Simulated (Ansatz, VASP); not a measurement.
**Re: VASP beside Ansatz**

```
Re
1.0
    -1.55646    1.55646    1.55646
     1.55646   -1.55646    1.55646
     1.55646    1.55646   -1.55646
Re
1
Direct
  0.00000 0.00000 0.00000
```

Alike in both runs: task single point; functional PBE; k mesh 8 × 8 × 8; occupations gaussian, width 0.05 eV; no spin polarisation.

|  | VASP | Ansatz |
| --- | --- | --- |
| version | VASP 6.6.1 | Ansatz 0.2.0 |
| potentials or method | VASP PAW PBE potentials, release 64 (Re), cutoff 520 eV | scalar-relativistic, plane waves, PAW |
| valence electrons in the cell | 7 | 15 |

|  | VASP | Ansatz | Ansatz less VASP |
| --- | --- | --- | --- |
| gap on the k mesh at the Fermi level (eV) | none | none | - |
| pressure (GPa) | -0.5 | 0.0 | +0.48 |

A gap of «none» marks a metal or a gap that the smearing closes. The functional is the same, so the differences come from potentials, cutoffs and numerics. VASP's potentials hold 7 valence electrons a cell and Ansatz's 15, so a difference there can come from the potentials and not from the codes.

Spin-orbit coupling is off throughout.
